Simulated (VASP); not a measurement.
The system is TePb.

```
Pb Te
1.0
     0.00000    3.23100    3.23100
     3.23100    0.00000    3.23100
     3.23100    3.23100    0.00000
Pb Te
1 1
Direct
  0.00000 0.00000 0.00000
  0.50000 0.50000 0.50000
```

- Program: VASP 6.6.1
- Task: relaxation of cell and atoms
- Functional: PBE
- Potentials or basis: VASP PAW PBE potentials, release 64 (Pb_d, Te)
- Cutoff: 600 eV
- k mesh: 7 × 7 × 7
- Occupations: fermi-dirac, width 0.05 eV
- Spin: no spin polarisation

At the start: pressure 2.1 GPa; volume 33.73 Å³/atom.

Problem. Where does the relaxation end?

Solution. Over 3 steps the energy falls by 10.5 meV/atom and the volume is 35.41 Å³/atom (+5.0 %); space group Fm-3m (No. 225, to 0.1 Å) before and after.

The path:
| step | energy change (eV) | largest force (eV/Å) | pressure (GPa) | volume (Å³) |
| --- | --- | --- | --- | --- |
| 1 | 0.0000 | 0.0000 | 2.08 | 67.46 |
| 2 | -0.0193 | 0.0000 | -0.54 | 71.83 |
| 3 | -0.0210 | 0.0000 | 0.00 | 70.81 |

Final structure:
```xyz
2
Lattice="0.0000 3.2837 3.2837 3.2837 0.0000 3.2837 3.2837 3.2837 0.0000" Properties=species:S:1:pos:R:3 pbc="T T T"
Pb    0.0000    0.0000    0.0000
Te    3.2837    3.2837    3.2837
```
